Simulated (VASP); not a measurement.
Wanted: the native input for a VASP 6.6.1 run.

| Property | Result |
| --- | --- |
| Task | single point |
| Functional | PBE |
| Dispersion | D3(BJ) |
| Potentials or basis | VASP PAW PBE potentials, release 64 (S, Zr_sv, H) |
| Cutoff | 400 eV |
| k mesh | 6 × 6 × 1 |
| Occupations | gaussian, width 0.05 eV |
| Spin | no spin polarisation |
| Dipole correction | yes |
| Further INCAR settings | ALGO = Normal; EDIFF = 1e-06; NBANDS = 62; NELMDL = -8 |

The structure of Zr2HS4 lies in POSCAR:

```
Zr2HS4
1.0
    7.2976778227      0.0000000000      0.0000000000
   -3.6488389114      6.3199743831      0.0000000000
    0.0000000000      0.0000000000     20.9171506047
S Zr H
8 4 2
Direct
    0.3333333333      0.1666666667      0.1912306354
    0.3333333333      0.6666666667      0.1912306354
    0.8333333333      0.1666666667      0.1912306354
    0.8333333333      0.6666666667      0.1912306354
    0.1666666667      0.3333333333      0.3306927762
    0.1666666667      0.8333333333      0.3306927762
    0.6666666667      0.3333333333      0.3306927762
    0.6666666667      0.8333333333      0.3306927762
    0.0000000000      0.0000000000      0.2609617058
    0.0000000000      0.5000000000      0.2609617058
    0.5000000000      0.0000000000      0.2609617058
    0.5000000000      0.5000000000      0.2609617058
    0.3699497052      0.7398994103      0.3981015752
    0.4633836282      0.9267672564      0.3981015752
```

The input as run:

INCAR

```
  PREC = Accurate
  ENCUT = 400
  EDIFF = 1E-6
  ISMEAR = 0
  SIGMA = 0.05
  LREAL = False
  LASPH = True
  NELM = 120
  ALGO = Normal
  ISIF = 2
  LWAVE = False
  LCHARG = False
  LDIPOL = True
  IDIPOL = 3
  DIPOL = 0.5 0.5 0.281
  GGA = PE
  IVDW = 12
  NBANDS = 62
  GGA_COMPAT = False
  NELMDL = -8
```

KPOINTS

```
Automatic mesh
0
Gamma
  6 6 1
```

Potentials or basis: VASP PAW PBE potentials, release 64 (S, Zr_sv, H).

Launch:

```console
$ cat potpaw_PBE.64/S/POTCAR potpaw_PBE.64/Zr_sv/POTCAR potpaw_PBE.64/H/POTCAR > POTCAR
$ mpirun -np 1 vasp_std > vasp.out
```

It gave:

* Largest force: 4.538 eV/Å
* Band gap on the k mesh: 1.02 eV (least direct gap 1.08 eV)
* Dispersion energy per atom: -0.226 eV

It took 14 min on 1 thread of Intel(R) Xeon(R) Platinum 8488C (Sapphire Rapids) (shared host), peak memory 0.88 GiB.
